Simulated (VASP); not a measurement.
# CdTe in VASP: relaxation of the atoms with PBE

Aim: the relaxation of the atoms of CdTe with PBE.

Program: VASP 6.6.1. These are calculated values, not measurements. Logs are shortened: lines on timing, memory, paths and dates and some standing lists are left out, and cuts for length are marked.

### Step 1. The cell of the first run

The cell holds a slab with vacuum, 4 atoms: a = 4.679 Å, b = 4.679 Å, c = 18.776 Å, α = 90.00°, β = 90.00°, γ = 120.00°.

### Step 2. Relaxation of the atoms, PBE

The input, INCAR:

```
SYSTEM = CdTe
ALGO = Normal
DIPOL = 0.5 0.5 0.500
EDIFF = 1E-7
EDIFFG = -0.03
ENCUT = 520
GGA = PE
IBRION = 2
IDIPOL = 3
ISIF = 2
ISMEAR = 0
LASPH = .TRUE.
LCHARG = .FALSE.
LDIPOL = .TRUE.
LREAL = .FALSE.
LWAVE = .FALSE.
NELM = 100
NSW = 70
PREC = Accurate
SIGMA = 0.05
```

The input, KPOINTS:

```
k-points
0
G
  6 6 1
  0 0 0
```

The input, POSCAR:

```
CdTe
1.0
    4.6794578583      0.0000000000      0.0000000000
   -2.3397289292      4.0525293813      0.0000000000
    0.0000000000      0.0000000000     18.7759516774
Te Cd
2 2
Selective dynamics
Direct
    0.0000000000      0.0000000000      0.3728173208  F F F
    0.3333333333      0.6666666667      0.5763096075  T T T
    0.3333333333      0.6666666667      0.4236903925  F F F
    0.6666666667      0.3333333333      0.6271826792  T T T
```

Potentials or basis: VASP PAW PBE potentials, release 64 (Te, Cd).

Launch:

```sh
$ cat potpaw_PBE.64/Te/POTCAR potpaw_PBE.64/Cd/POTCAR > POTCAR
$ mpirun -np 1 vasp_std > vasp.out
```

OUTCAR:

```text
SYSTEM = CdTe
   EDIFF = 1E-7
   EDIFFG = -0.03
   ENCUT = 520
   GGA = PE
   IBRION = 2
   ISIF = 2
   ISMEAR = 0
   LASPH = .TRUE.
   LREAL = .FALSE.
   NELM = 100
   NSW = 70
   PREC = Accurate

 ion  position               nearest neighbor table
   1  0.000  0.000  0.373-   3 2.87   3 2.87   3 2.87
   2  0.333  0.667  0.576-   3 2.87   4 2.87   4 2.87   4 2.87
   3  0.333  0.667  0.424-   2 2.87   1 2.87   1 2.87   1 2.87
   4  0.667  0.333  0.627-   2 2.87   2 2.87   2 2.87

  LATTYP: Found a hexagonal cell.
 ALAT       =     4.6794578583
 C/A-ratio  =     4.0124202944

  Lattice vectors:

 A1 = (   4.6794578583,   0.0000000000,   0.0000000000)
 A2 = (  -2.3397289292,   4.0525293813,   0.0000000000)
 A3 = (   0.0000000000,   0.0000000000,  18.7759516774)

Analysis of symmetry for initial positions (statically):
=====================================================================
 Subroutine PRICEL returns:
 Original cell was already a primitive cell.

 Routine SETGRP: Setting up the symmetry group for a
 hexagonal supercell.

 Subroutine GETGRP returns: Found  6 space group operations
 (whereof  6 operations were pure point group operations)
 out of a pool of 24 trial point group operations.

The static configuration has the point symmetry C_3v.

Analysis of symmetry for dynamics (positions and initial velocities):
=====================================================================
 Subroutine PRICEL returns:
 Original cell was already a primitive cell.

 Routine SETGRP: Setting up the symmetry group for a
 hexagonal supercell.

 Subroutine GETGRP returns: Found  6 space group operations
 (whereof  6 operations were pure point group operations)
 out of a pool of 24 trial point group operations.

The dynamic configuration has the point symmetry C_3v.

Analysis of constrained symmetry for selective dynamics:
=====================================================================
 Subroutine PRICEL returns:
 Original cell was already a primitive cell.

 Routine SETGRP: Setting up the symmetry group for a
 hexagonal supercell.

 Subroutine GETGRP returns: Found  6 space group operations
 (whereof  6 operations were pure point group operations)
 out of a pool of 24 trial point group operations.

The constrained configuration has the point symmetry C_3v.

 Subroutine INISYM returns: Found  6 space group operations
 (whereof  6 operations are pure point group operations),
 and found     1 'primitive' translations

----------------------------------------------------------------------------------------

                                     Primitive cell

  volume of cell :     356.0604

  direct lattice vectors                    reciprocal lattice vectors
     4.679457858  0.000000000  0.000000000     0.213699969  0.123379735  0.000000000
    -2.339728929  4.052529381  0.000000000     0.000000000  0.246759469  0.000000000
     0.000000000  0.000000000 18.775951677     0.000000000  0.000000000  0.053259617

  length of vectors
     4.679457858  4.679457858 18.775951677     0.246759469  0.246759469  0.053259617

  position of ions in fractional coordinates (direct lattice)
     0.000000000  0.000000000  0.372817321
     0.333333333  0.666666667  0.576309608
     0.333333333  0.666666667  0.423690392
     0.666666667  0.333333333  0.627182679

  ion indices of the primitive-cell ions
   primitive index   ion index
                 1           1
                 2           2
                 3           3
                 4           4

----------------------------------------------------------------------------------------

 KPOINTS: k-points

Automatic generation of k-mesh.
 Grid dimensions read from file:
 generate k-points for:    6    6    1

 Generating k-lattice:

  Cartesian coordinates                     Fractional coordinates (reciprocal lattice)
     0.035616662  0.020563289  0.000000000     0.166666667 -0.000000000  0.000000000
     0.000000000  0.041126578  0.000000000     0.000000000  0.166666667  0.000000000
     0.000000000  0.000000000  0.053259617     0.000000000  0.000000000  1.000000000

  Length of vectors
     0.041126578  0.041126578  0.053259617

  Shift w.r.t. Gamma in fractional coordinates (k-lattice)
     0.000000000  0.000000000  0.000000000

 Subroutine IBZKPT returns following result:
 ===========================================

 Found      7 irreducible k-points:

 Following reciprocal coordinates:
            Coordinates               Weight
  0.000000  0.000000  0.000000      1.000000
  0.166667  0.000000  0.000000      6.000000
  0.333333  0.000000  0.000000      6.000000
  0.500000  0.000000  0.000000      3.000000
  0.166667  0.166667  0.000000      6.000000
  0.333333  0.166667  0.000000     12.000000
  0.333333  0.333333  0.000000      2.000000
   k-points           NKPTS =      7   k-points in BZ     NKDIM =      7   number of bands    NBANDS=     22
   number of dos      NEDOS =    301   number of ions     NIONS =      4
   total plane-waves  NPLWV = 181440
   dimension x,y,z NGX =    36 NGY =   36 NGZ =  140
   dimension x,y,z NGXF=    72 NGYF=   72 NGZF=  280
   ions per type =               2   2
   NGX,Y,Z   is equivalent  to a cutoff of  12.79, 12.79, 12.40 a.u.
   NGXF,Y,Z  is equivalent  to a cutoff of  25.58, 25.58, 24.79 a.u.
 SYSTEM =  CdTe
   PREC   = accura    normal or accurate (medium, high low for compatibility)
   ISTART =      0    job   : 0-new  1-cont  2-samecut
   ICHARG =      2    charge: 1-file 2-atom 10-const
   ISPIN  =      1    spin polarized calculation?
   LNONCOLLINEAR =      F non collinear calculations
   LSORBIT =      F    spin-orbit coupling
   LASPH  =      T    aspherical Exc in radial PAW
   ENCUT  =  520.0 eV  38.22 Ry    6.18 a.u.   8.70  8.70 34.91*2*pi/ulx,y,z
   NELM   =    100;   NELMIN=  2; NELMDL= -5     # of ELM steps
   EDIFF  = 0.1E-06   stopping-criterion for ELM
   LREAL  =      F    real-space projection
   EDIFFG = -.3E-01   stopping-criterion for IOM
   NSW    =     70    number of steps for IOM
   IBRION =      2    ionic relax: 0-MD 1-quasi-New 2-CG
   NFREE  =      1    steps in history (QN), initial steepest desc. (CG)
   ISIF   =      2    stress and relaxation
   ISYM   =      2    0-nonsym 1-usesym 2-fastsym
   POTIM  = 0.5000    time-step for ionic-motion
   TEBEG  =    0.0;   TEEND  =   0.0 temperature during run
   PSTRESS=    0.0 pullay stress
   NELECT =      36.0000    total number of electrons
   NUPDOWN=      -1.0000    fix difference up-down
   EMIN   =  10.00;   EMAX   =-10.00  energy-range for DOS
   EFERMI =   0.00;   METHOD = LEGACY
   ISMEAR =     0;   SIGMA  =   0.05  broadening in eV -4-tet -1-fermi 0-gaus
   EFERMI_NEDOS =   21; number of points for ismear=-14 and -15
   IALGO  =     38    algorithm
   IMIX   =      4    mixing-type and parameters
     AMIX     =   0.40;   BMIX     =  1.00
     AMIX_MAG =   1.60;   BMIX_MAG =  1.00
  volume/ion in A,a.u.               =      89.02       600.70
  Fermi-wavevector in a.u.,A,eV,Ry     =   0.762666  1.441230  7.913959  0.581660
  Thomas-Fermi vector in A             =   1.862178
   LORBIT       =      0    0 simple, 1 ext, 2 COOP (PROOUT), +10 PAW based schemes
   GGA     = PE    functional components
   LHFCALC =     F    Hartree Fock is set to
   AEXX    =    0.0000 exact exchange contribution
   IVDW    =     0    specifies the selected vdW correction
   LEPSILON=     F    determine dielectric tensor
   LRPA    =     F    only Hartree local field effects (RPA)
 conjugate gradient relaxation of ions
 non-spin polarized calculation
 Gauss-broadening in eV      SIGMA  =   0.05
  energy-cutoff  :      520.00
  volume of cell :      356.06
 maximum number of plane-waves:      9613
 NGX is ok and might be reduce to    36
   NGX = 17   NGY = 17   NGZ = 69

--------------------------------------- Ionic step        1  -------------------------------------------

 number of electron      36.0000004 magnetization

 Free energy of the ion-electron system (eV)
  ---------------------------------------------------
  ext. energy  EPLUGINS =         0.00000000
  ---------------------------------------------------
  free energy    TOTEN  =        -8.53537444 eV

  energy without entropy =       -8.53517425  energy(sigma->0) =       -8.53527434

------------------------ aborting loop because EDIFF is reached ----------------------------------------

  FORCE on cell =-STRESS in cart. coord.  units (eV):
  Direction    XX          YY          ZZ          XY          YZ          ZX
  --------------------------------------------------------------------------------------
  -------------------------------------------------------------------------------------
  Total       -0.9808836     -0.9808836      0.3504691      0.0000000      0.0000000      0.0000000
  in kB       -4.4137160     -4.4137160      1.5770178      0.0000000      0.0000000      0.0000000
  external PRESSURE =      -2.4168047 kB  Pullay stress =       0.0000000 kB
[... 175 lines left out ...]
  energy  without entropy=       -8.6958860861  energy(sigma->0) =       -8.69666968

--------------------------------------- Ionic step        6  -------------------------------------------

 number of electron      36.0000000 magnetization

 dipolmoment           0.000000      0.000000     -0.264909 electrons x Angstroem

 Free energy of the ion-electron system (eV)
  ---------------------------------------------------
  ext. energy  EPLUGINS =         0.00000000
  ---------------------------------------------------
  free energy    TOTEN  =        -8.70399677 eV

  energy without entropy =       -8.70242958  energy(sigma->0) =       -8.70321317

 E-fermi :  -1.6503     XC(G=0):  -3.9836

 val. band max:       -1.6502708421   @ k =   0.0000   0.0000   0.0000
 cond. band min:      -1.6502707848   @ k =   0.0000   0.0000   0.0000
 fundamental gap:      0.0000000573
 Fermi energy:        -1.6502708134

 k-point     1 :       0.0000    0.0000    0.0000
  band No.  band energies     occupation
      1     -13.9294      2.00000
      2     -11.8300      2.00000
      3     -11.4191      2.00000
      4     -11.4191      2.00000
      5     -11.1403      2.00000
      6     -11.1403      2.00000
[... 164 lines left out ...]
     21       1.9031      0.00000
     22       2.2482      0.00000

------------------------ aborting loop because EDIFF is reached ----------------------------------------

 vacuum level on the upper side and lower side of the slab       (xc-potential included)        -1.290         1.170

  FORCE on cell =-STRESS in cart. coord.  units (eV):
  Direction    XX          YY          ZZ          XY          YZ          ZX
  --------------------------------------------------------------------------------------
  -------------------------------------------------------------------------------------
  Total        0.3310149      0.3310149     -0.4125339     -0.0000000      0.0000000      0.0000000
  in kB        1.4894791      1.4894791     -1.8562930     -0.0000000      0.0000000      0.0000000
  external PRESSURE =       0.3742217 kB  Pullay stress =       0.0000000 kB

 VOLUME and BASIS-vectors are now :
 -----------------------------------------------------------------------------
  energy-cutoff  :      520.00
  volume of cell :      356.06
      direct lattice vectors                 reciprocal lattice vectors
     4.679457858  0.000000000  0.000000000     0.213699969  0.123379735  0.000000000
    -2.339728929  4.052529381  0.000000000     0.000000000  0.246759469  0.000000000
     0.000000000  0.000000000 18.775951677     0.000000000  0.000000000  0.053259617
[... 10 lines left out ...]
  FREE ENERGIE OF THE ION-ELECTRON SYSTEM (eV)
  ---------------------------------------------------
  free  energy   TOTEN  =        -8.7039967695 eV

  energy  without entropy=       -8.7024295762  energy(sigma->0) =       -8.70321317

 reached required accuracy - stopping structural energy minimisation

 vacuum level on the upper side and lower side of the slab         1.483         4.021
```

Wall time 15 min (1 thread of AMD EPYC 7R13, shared host); peak memory 0.46 GiB.

What came out:

* Free energy: -8.7040 eV
* Energy gained by relaxing: 42.2 meV/atom
* Ionic steps: 6
* Band gap on the k mesh: zero (filled and empty bands touch)

Step by step:
```tsv
step	energy change (eV)	largest force on free atoms (eV/Å)	pressure (GPa)
1	0.0000	0.9978	-0.24
2	-0.0556	0.7610	-0.21
3	-0.1512	0.2637	-0.06
4	-0.1445	0.1609	0.17
5	-0.1621	0.1177	0.12
6	-0.1686	0.0214	0.04
```

Final structure:
```
CELL_PARAMETERS angstrom
4.67946 0.00000 0.00000
-2.33973 4.05253 0.00000
0.00000 0.00000 18.77595
ATOMIC_POSITIONS crystal
Te 0.00000 0.00000 0.37282
Te 0.33333 0.66667 0.59162
Cd 0.33333 0.66667 0.42369
Cd 0.66667 0.33333 0.61858
```

Levels at points of the mesh, in eV from the Fermi level:
```csv
k point,band 15,band 16,band 17,band 18,band 19,band 20,band 21,band 22
"(0.00, 0.00, 0.00)",-1.86,-1.54,-0.27,0.00,0.00,1.45,2.34,3.58
"(0.50, 0.00, 0.00)",-2.94,-2.30,-0.88,-0.73,0.84,1.73,2.40,3.73
```

Caveat: spin-orbit coupling is left out, which moves the levels of the heavy elements.
